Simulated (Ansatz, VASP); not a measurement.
One calculation of K2As2Pb, two programs

INCAR

```
PREC = Accurate
ENCUT = 520
EDIFF = 1E-7
ISMEAR = 0
SIGMA = 0.0148
LREAL = F
LASPH = T
NELM = 60
ALGO = Normal
ISIF = 2
LWAVE = F
LCHARG = F
GGA = PE
NBANDS = 53
```

KPOINTS

```
regular mesh
0
Gamma
  5 5 5
```

POSCAR

```
K2As2Pb
1.0
    0.0000000000      0.0000000000      6.8567590000
    6.9593800000     -3.6796960000      3.4283800000
    6.9593800000      3.6796960000     -3.4283800000
K Pb As
4 2 4
Direct
    0.3370000000      0.0186000000      0.6926000000
    0.6630000000      0.9814000000      0.3074000000
    0.1630000000      0.6926000000      0.0186000000
    0.8370000000      0.3074000000      0.9814000000
    0.2500000000      0.5000000000      0.5000000000
    0.7500000000      0.5000000000      0.5000000000
    0.3269000000      0.7761000000      0.4299000000
    0.6731000000      0.2239000000      0.5701000000
    0.1731000000      0.4299000000      0.7761000000
    0.8269000000      0.5701000000      0.2239000000
```

Input for Ansatz:

```yaml
crystal:
  lattice:
    - [0.0, 0.0, 6.856759]
    - [6.95938, -3.679696, 3.42838]
    - [6.95938, 3.679696, -3.42838]
  atoms:
    - { symbol: K, position: [0.337, 0.0186, 0.6926] }
    - { symbol: K, position: [0.663, 0.9814, 0.3074] }
    - { symbol: K, position: [0.163, 0.6926, 0.0186] }
    - { symbol: K, position: [0.837, 0.3074, 0.9814] }
    - { symbol: Pb, position: [0.25, 0.5, 0.5] }
    - { symbol: Pb, position: [0.75, 0.5, 0.5] }
    - { symbol: As, position: [0.3269, 0.7761, 0.4299] }
    - { symbol: As, position: [0.6731, 0.2239, 0.5701] }
    - { symbol: As, position: [0.1731, 0.4299, 0.7761] }
    - { symbol: As, position: [0.8269, 0.5701, 0.2239] }
  symmetry: { tolerance: 0.0003 }
kpoints:
  mp_grid: { grid: [5, 5, 5], shift: [0, 0, 0] }
  band_path:
    path:
      - [0.0, 0.0, 0.0]
      - [0.0, -0.5, -0.5]
      - [0.0, -0.31989125, -0.68010875]
      - [0.0, 0.31989125, -0.31989125]
      - [0.0, 0.0, 0.0]
      - [-0.62134075, -0.31067038, 0.31067038]
      - [-0.37865925, -0.68932962, -0.31067038]
      - [0.0, -0.5, -0.5]
      - [0.0, 0.0, 0.0]
      - [-0.5, 0.0, 0.0]
      - [-0.5, -0.25, -0.25]
    npoints: 6
magnetization:
  spin_polarized: false
scf:
  occupations: { method: gaussian, width: 0.0148 }
  lower_state_search: "off"
  max_iter: 200
hamiltonian:
  pseudopotentials: { kind: paw }
  xc: pbe
basis:
  ecutwfc: 420
  fft_grid_basis: typed
output:
  forces: true
  stress: true
  eigenvalues: true
  bader: true
  populations: true
  elf: true
  write_potential: true
  volumetric_format: npy
  dos:
    e_range: [-12, 8]
    de: 0.05
    projected: { site_lists: { As: [As], K: [K], Pb: [Pb] } }
checkpoint:
  read: saved_state
```

Alike in both runs: task single point; functional PBE; k mesh 5 × 5 × 5; occupations gaussian, width 0.0148 eV; no spin polarisation.

|  | VASP | Ansatz |
| --- | --- | --- |
| version | VASP 6.6.1 | Ansatz 0.2.0 |
| potentials or method | VASP PAW PBE potentials, release 64 (K_sv, Pb_d, As), cutoff 520 eV | PAW plane waves |
| valence electrons in the cell | 84 | 124 |

Ansatz gave:

| Property | Result |
| --- | --- |
| gap on the k mesh at the Fermi level (eV) | 0.79 |
| pressure (GPa) | 4.5 |
| traceless stress, the component that is largest in VASP (GPa) | 2.49 |
| rms of the force components (eV/Å) | 0.844 |

Task: What did VASP give for the same quantities?

Result: gap on the k mesh at the Fermi level (eV): 0.78; pressure (GPa): 4.6; traceless stress, the component that is largest in VASP (GPa): 2.50; rms of the force components (eV/Å): 0.852.

Atom by atom the forces differ by 0.008 eV/Å (rms over components). VASP's potentials hold 84 valence electrons a cell and Ansatz's 124, so a difference there can come from the potentials and not from the codes.

Neither program's run includes spin-orbit coupling.
